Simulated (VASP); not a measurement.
# Ta2Ti (P4/mmm) in VASP: notebook

The runs below take Ta2Ti through single point, relaxation of cell and atoms, with PBE.

Program: VASP 6.6.1. These are calculated values, not measurements. Logs are shortened: lines on timing, memory, paths and dates and some standing lists are left out, and cuts for length are marked.

### 1 The cell of the first run

Symmetry: P4/mmm, No. 123, tetragonal system. Conventional cell: a = 2.783 Å, b = 2.783 Å, c = 7.290 Å, α = 90.00°, β = 90.00°, γ = 90.00°. Ti (site symmetry 4/mmm) has 4 Ti at 2.78 Å and 8 Ta at 2.97 Å within 3.7 Å. Within 3.7 Å of Ta (site symmetry 4mm) lie 5 Ta at 2.78 to 2.84 Å and 4 Ti at 2.97 Å.

### 2 Single point, PBE

File INCAR:

```
SYSTEM = Ta2Ti
PREC = Accurate
ENCUT = 520
EDIFF = 1E-6
ISMEAR = 0
SIGMA = 0.1
LREAL = .False.
LASPH = .True.
NELM = 60
ALGO = Normal
ISIF = 2
LWAVE = .False.
LCHARG = .True.
GGA = PE
LELF = .True.
LVHAR = .True.
NBANDS = 24
```

File KPOINTS:

```
Automatic mesh
0
Gamma
  6 6 4
  0 0 0
```

File POSCAR:

```
Ta2Ti
1.0
    2.7833020036      0.0000000000      0.0000000000
    0.0000000000      2.7833020036      0.0000000000
    0.0000000000      0.0000000000      7.2895617834
Ti Ta
1 2
Direct
    0.0000000000      0.0000000000      0.0000000000
    0.5000000000      0.5000000000      0.3052873232
    0.5000000000      0.5000000000      0.6947126768
```

Potentials or basis: VASP PAW PBE potentials, release 64 (Ti_sv, Ta_pv).

Launch:

```bash
cat potpaw_PBE.64/Ti_sv/POTCAR potpaw_PBE.64/Ta_pv/POTCAR > POTCAR
mpirun -np 1 vasp_std > vasp.out
```

OUTCAR:

```text
SYSTEM = Ta2Ti
   PREC = Accurate
   ENCUT = 520
   EDIFF = 1E-6
   ISMEAR = 0
   LREAL = .False.
   LASPH = .True.
   NELM = 60
   ISIF = 2
   GGA = PE

 ion  position               nearest neighbor table
   1  0.000  0.000  0.000-   2 2.97   3 2.97   2 2.97   3 2.97   2 2.97   3 2.97   2 2.97   3 2.97

   2  0.500  0.500  0.305-   3 2.84   1 2.97   1 2.97   1 2.97   1 2.97
   3  0.500  0.500  0.695-   2 2.84   1 2.97   1 2.97   1 2.97   1 2.97

  LATTYP: Found a simple tetragonal cell.
 ALAT       =     2.7833020036
 C/A-ratio  =     2.6190337139

  Lattice vectors:

 A1 = (   2.7833020036,   0.0000000000,   0.0000000000)
 A2 = (   0.0000000000,   2.7833020036,   0.0000000000)
 A3 = (   0.0000000000,   0.0000000000,   7.2895617834)

Analysis of symmetry for initial positions (statically):
=====================================================================
 Subroutine PRICEL returns:
 Original cell was already a primitive cell.

 Routine SETGRP: Setting up the symmetry group for a
 simple tetragonal supercell.

 Subroutine GETGRP returns: Found 16 space group operations
 (whereof 16 operations were pure point group operations)
 out of a pool of 16 trial point group operations.

The static configuration has the point symmetry D_4h.

Analysis of symmetry for dynamics (positions and initial velocities):
=====================================================================
 Subroutine PRICEL returns:
 Original cell was already a primitive cell.

 Routine SETGRP: Setting up the symmetry group for a
 simple tetragonal supercell.

 Subroutine GETGRP returns: Found 16 space group operations
 (whereof 16 operations were pure point group operations)
 out of a pool of 16 trial point group operations.

The dynamic configuration has the point symmetry D_4h.

 Subroutine INISYM returns: Found 16 space group operations
 (whereof 16 operations are pure point group operations),
 and found     1 'primitive' translations

----------------------------------------------------------------------------------------

                                     Primitive cell

  volume of cell :      56.4706

  direct lattice vectors                    reciprocal lattice vectors
     2.783302004  0.000000000  0.000000000     0.359285481  0.000000000  0.000000000
     0.000000000  2.783302004  0.000000000     0.000000000  0.359285481  0.000000000
[... 79 lines left out ...]
   ISTART =      0    job   : 0-new  1-cont  2-samecut
   ICHARG =      2    charge: 1-file 2-atom 10-const
   ISPIN  =      1    spin polarized calculation?
   LNONCOLLINEAR =      F non collinear calculations
   LSORBIT =      F    spin-orbit coupling
   LASPH  =      T    aspherical Exc in radial PAW
   ENCUT  =  520.0 eV  38.22 Ry    6.18 a.u.   5.18  5.18 13.55*2*pi/ulx,y,z
   NELM   =     60;   NELMIN=  2; NELMDL= -5     # of ELM steps
   EDIFF  = 0.1E-05   stopping-criterion for ELM
   LREAL  =      F    real-space projection
   EDIFFG = 0.1E-04   stopping-criterion for IOM
   NSW    =      0    number of steps for IOM
   IBRION =     -1    ionic relax: 0-MD 1-quasi-New 2-CG
   NFREE  =      0    steps in history (QN), initial steepest desc. (CG)
   ISIF   =      2    stress and relaxation
   ISYM   =      2    0-nonsym 1-usesym 2-fastsym
   POTIM  = 0.5000    time-step for ionic-motion
   TEBEG  =    0.0;   TEEND  =   0.0 temperature during run
   PSTRESS=    0.0 pullay stress
   NELECT =      34.0000    total number of electrons
   NUPDOWN=      -1.0000    fix difference up-down
   EMIN   =  10.00;   EMAX   =-10.00  energy-range for DOS
   EFERMI =   0.00;   METHOD = LEGACY
   ISMEAR =     0;   SIGMA  =   0.10  broadening in eV -4-tet -1-fermi 0-gaus
   EFERMI_NEDOS =   21; number of points for ismear=-14 and -15
   IALGO  =     38    algorithm
   IMIX   =      4    mixing-type and parameters
     AMIX     =   0.40;   BMIX     =  1.00
     AMIX_MAG =   1.60;   BMIX_MAG =  1.00
  volume/ion in A,a.u.               =      18.82       127.03
  Fermi-wavevector in a.u.,A,eV,Ry     =   1.382379  2.612317 26.000346  1.910972
  Thomas-Fermi vector in A             =   2.507076
   LORBIT       =      0    0 simple, 1 ext, 2 COOP (PROOUT), +10 PAW based schemes
   GGA     = PE    functional components
   LHFCALC =     F    Hartree Fock is set to
   AEXX    =    0.0000 exact exchange contribution
   IVDW    =     0    specifies the selected vdW correction
   LEPSILON=     F    determine dielectric tensor
   LRPA    =     F    only Hartree local field effects (RPA)
 non-spin polarized calculation
 Gauss-broadening in eV      SIGMA  =   0.10
  energy-cutoff  :      520.00
  volume of cell :       56.47
 maximum number of plane-waves:      1539
 NGX is ok and might be reduce to    24
   NGX = 11   NGY = 11   NGZ = 27

 number of electron      34.0000002 magnetization

 Free energy of the ion-electron system (eV)
  ---------------------------------------------------
  ext. energy  EPLUGINS =         0.00000000
  ---------------------------------------------------
  free energy    TOTEN  =       -30.19837587 eV

  energy without entropy =      -30.17909949  energy(sigma->0) =      -30.18873768

 E-fermi :   6.0500     XC(G=0): -11.9268

 val. band max:        6.0337671828   @ k =   0.5000   0.0000   0.2500
 cond. band min:       6.0668145900   @ k =   0.5000   0.1667   0.0000
 fundamental gap:      0.0330474072
 Fermi energy:         6.0500133389

 k-point     1 :       0.0000    0.0000    0.0000
  band No.  band energies     occupation
      1     -50.6353      2.00000
      2     -28.2516      2.00000
      3     -27.8808      2.00000
      4     -27.4624      2.00000
      5     -27.4624      2.00000
      6     -27.4169      2.00000
[... 637 lines left out ...]
     23       8.9538      0.00000
     24       9.5942      0.00000

 [... further k-points ...]
[... 5 lines left out ...]
  --------------------------------------------------------------------------------------
  -------------------------------------------------------------------------------------
  Total       -0.0034285     -0.0034285     -0.0655237      0.0000000      0.0000000      0.0000000
  in kB       -0.0972735     -0.0972735     -1.8590312      0.0000000      0.0000000      0.0000000
  external PRESSURE =      -0.6845261 kB  Pullay stress =       0.0000000 kB

 VOLUME and BASIS-vectors are now :
 -----------------------------------------------------------------------------
  energy-cutoff  :      520.00
  volume of cell :       56.47
      direct lattice vectors                 reciprocal lattice vectors
     2.783302004  0.000000000  0.000000000     0.359285481  0.000000000  0.000000000
     0.000000000  2.783302004  0.000000000     0.000000000  0.359285481  0.000000000
     0.000000000  0.000000000  7.289561783     0.000000000  0.000000000  0.137182458

 POSITION                                       TOTAL-FORCE (eV/Angst)
 -----------------------------------------------------------------------------------
      0.00000      0.00000      0.00000         0.000000      0.000000      0.000000
      1.39165      1.39165      2.22541         0.000000      0.000000     -0.001479
      1.39165      1.39165      5.06415         0.000000     -0.000000      0.001479
 -----------------------------------------------------------------------------------
    total drift:                                0.000000      0.000000     -0.000000

  FREE ENERGIE OF THE ION-ELECTRON SYSTEM (eV)
  ---------------------------------------------------
  free  energy   TOTEN  =       -30.1983758702 eV

  energy  without entropy=      -30.1790994863  energy(sigma->0) =      -30.18873768
```

OSZICAR:

```text
N       E                     dE             d eps       ncg     rms          rms(c)
DAV:   1     0.337810162080E+03    0.33781E+03   -0.18233E+04  1440   0.156E+03
DAV:   2    -0.138738942292E+02   -0.35168E+03   -0.34321E+03  1536   0.452E+02
DAV:   3    -0.317728360001E+02   -0.17899E+02   -0.17240E+02  2272   0.929E+01
DAV:   4    -0.324353115401E+02   -0.66248E+00   -0.65842E+00  1816   0.148E+01
DAV:   5    -0.324499520001E+02   -0.14640E-01   -0.14635E-01  2064   0.200E+00    0.193E+01
DAV:   6    -0.311780458175E+02    0.12719E+01   -0.11736E+01  1984   0.256E+01    0.102E+01
DAV:   7    -0.314231755357E+02   -0.24513E+00   -0.11322E+01  2032   0.331E+01    0.838E+00
DAV:   8    -0.302584764907E+02    0.11647E+01   -0.23408E+00  1880   0.947E+00    0.280E+00
DAV:   9    -0.302083668681E+02    0.50110E-01   -0.64991E-01  2168   0.474E+00    0.133E+00
DAV:  10    -0.301996600108E+02    0.87069E-02   -0.12373E-01  2032   0.297E+00    0.385E-01
DAV:  11    -0.301986456845E+02    0.10143E-02   -0.14579E-02  1944   0.860E-01    0.177E-01
DAV:  12    -0.301983597097E+02    0.28597E-03   -0.17217E-03  2152   0.310E-01    0.582E-02
DAV:  13    -0.301983764922E+02   -0.16783E-04   -0.11045E-04  1816   0.975E-02    0.115E-02
DAV:  14    -0.301983760365E+02    0.45565E-06   -0.15291E-05  1944   0.301E-02    0.110E-02
DAV:  15    -0.301983758702E+02    0.16631E-06   -0.27834E-06  1760   0.153E-02
   1 F= -.30198376E+02 E0= -.30188738E+02  d E =-.192764E-01
```

Wall time 34 s (1 thread of Intel Xeon Platinum 8375C at 2.90GHz (Ice Lake), shared host); peak memory 0.2 GiB.

Results:

```yaml
Free_energy: -30.1984 eV
Pressure: -0.1 GPa
Band_gap_on_the_k_mesh: zero (band 17 reaches 6.16 eV, above the bottom of band 18 at 5.79 eV)
```

Levels at points of the mesh, in eV from the Fermi level:
```
           k point  band 15  band 16  band 17  band 18  band 19  band 20
(0.00, 0.00, 0.00)    -1.92    -1.61    -0.47     1.01     1.10     1.75
(0.50, 0.00, 0.00)    -1.13    -0.80    -0.22     0.04     1.42     1.69
(0.50, 0.50, 0.00)    -1.67    -1.65    -1.65     1.58     2.59     3.76
(0.00, 0.00, 0.50)    -2.30    -1.75    -0.34     1.06     1.47     1.47
(0.50, 0.00, 0.50)    -0.93    -0.18     0.03     0.62     0.69     1.52
(0.50, 0.50, 0.50)    -2.46     0.11     0.11     0.16     1.21     1.21
```

Caveat: the k points lie up to 0.38 Å⁻¹ apart; spin-orbit coupling is left out, which moves the levels of the heavy elements.

### 3 Relaxation of cell and atoms, PBE

This run uses another cell than the first one, of 14.52 Å³/atom, 0.772 times its volume.

File INCAR:

```
ALGO = Fast
EDIFF = 1E-6
EDIFFG = -0.04
ENCUT = 600
GGA = PE
IBRION = 2
ISIF = 3
ISMEAR = 0
LASPH = True
LCHARG = False
LREAL = False
LWAVE = False
NELM = 80
NSW = 90
PREC = Accurate
SIGMA = 0.1
```

File KPOINTS:

```
k-points
0
Gamma
  6 6 4
```

File POSCAR:

```
Ta2Ti
1.0
    2.7597168800      0.0000000000      0.0000000000
    0.0000000000      2.7597168800      0.0000000000
    0.0000000000      0.0000000000      5.7210019300
Ti Ta
1 2
Direct
    0.0000000000      0.0000000000      0.0000000000
    0.5000000000      0.5000000000      0.2843227100
    0.5000000000      0.5000000000      0.7156772900
```

Potentials or basis: VASP PAW PBE potentials, release 64 (Ti_sv, Ta_pv).

Launch:

```bash
cat potpaw_PBE.64/Ti_sv/POTCAR potpaw_PBE.64/Ta_pv/POTCAR > POTCAR
mpirun -np 1 vasp_std > vasp.out
```

Wall time 13 min (1 thread of Intel Xeon Platinum 8375C at 2.90GHz (Ice Lake), shared host); peak memory 0.2 GiB.

It converged, with:

* Free energy: -30.1895 eV
* Relaxed volume: 18.83 Å³/atom
* Relaxed cell: a = 2.788 Å, b = 2.788 Å, c = 7.271 Å, α = 90.00°, β = 90.00°, γ = 90.00°
* Space group after relaxing (to 0.05 Å): P4/mmm (No. 123)
* Energy gained by relaxing: 996.6 meV/atom
* Ionic steps: 17
* Pressure after relaxing: -0.1 GPa
* Largest force after relaxing: 0.026 eV/Å
* Band gap on the k mesh: zero (band 17 reaches 6.15 eV, above the bottom of band 18 at 5.80 eV)

Forces on the atoms (eV/Å):
```
Ti   0.000  0.000  0.000
Ta   0.000  0.000  0.026
Ta   0.000  0.000 -0.026
```

Stress tensor (GPa, compression positive):
```
-0.22  0.00  0.00
 0.00 -0.22  0.00
 0.00  0.00  0.01
```

Step by step:
| step | energy change (eV) | largest force (eV/Å) | pressure (GPa) | volume (Å³) |
| --- | --- | --- | --- | --- |
| 1 | 0.0000 | 1.3092 | 67.11 | 43.57 |
| 2 | 2.8871 | 0.0736 | -27.01 | 94.20 |
| 3 | -2.5160 | 0.2096 | -1.84 | 58.62 |
| 4 | -2.5592 | 0.1580 | -0.93 | 58.28 |
| 5 | -2.8221 | 0.4681 | -2.33 | 58.45 |
| 6 | -2.8990 | 0.5957 | -2.98 | 58.36 |
| 7 | -2.7847 | 0.3717 | -0.91 | 57.63 |
| 8 | -2.9144 | 0.6007 | -2.90 | 58.29 |
| 9 | -2.9086 | 0.5138 | -2.19 | 58.02 |
| 10 | -2.9231 | 0.5845 | -2.75 | 58.23 |
| 11 | -2.9248 | 0.5622 | -2.70 | 58.17 |
| 12 | -2.9246 | 0.5730 | -2.76 | 58.20 |
| 13 | -2.9410 | 0.5192 | 4.49 | 55.22 |
| 14 | -2.9519 | 0.5261 | 1.50 | 56.35 |
| 15 | -2.9830 | 0.2257 | 0.38 | 56.44 |
| 16 | -2.9850 | 0.2139 | -0.43 | 56.56 |
| 17 | -2.9899 | 0.0262 | -0.14 | 56.50 |

Final structure:
```xyz
3
Lattice="2.7877 0.0000 0.0000 0.0000 2.7877 0.0000 0.0000 0.0000 7.2706" Properties=species:S:1:pos:R:3 pbc="T T T"
Ti    0.0000    0.0000    0.0000
Ta    1.3938    1.3938    2.2151
Ta    1.3938    1.3938    5.0555
```

Levels at points of the mesh, in eV from the Fermi level:
```tsv
k point	band 14	band 15	band 16	band 17	band 18	band 19	band 20	band 21
(0.00, 0.00, 0.00)	-2.62	-1.92	-1.61	-0.46	1.72	1.72	2.79	2.81
(0.50, 0.00, 0.00)	-1.20	-1.14	-0.78	-0.20	0.04	1.38	1.65	2.33
(0.50, 0.50, 0.00)	-1.68	-1.68	-1.67	-1.67	1.58	2.59	4.17	4.19
(0.00, 0.00, 0.50)	-2.33	-2.32	-1.74	-0.33	1.10	1.43	1.43	1.54
(0.50, 0.00, 0.50)	-2.35	-0.92	-0.19	0.03	0.61	0.69	1.49	1.52
(0.50, 0.50, 0.50)	-2.47	-2.47	0.09	0.09	0.15	1.21	1.21	3.00
```

Caveat: the k points lie up to 0.38 Å⁻¹ apart in the final cell; the volume moved by over 15 % at a fixed basis, so the end points are rough; spin-orbit coupling is left out, which moves the levels of the heavy elements.
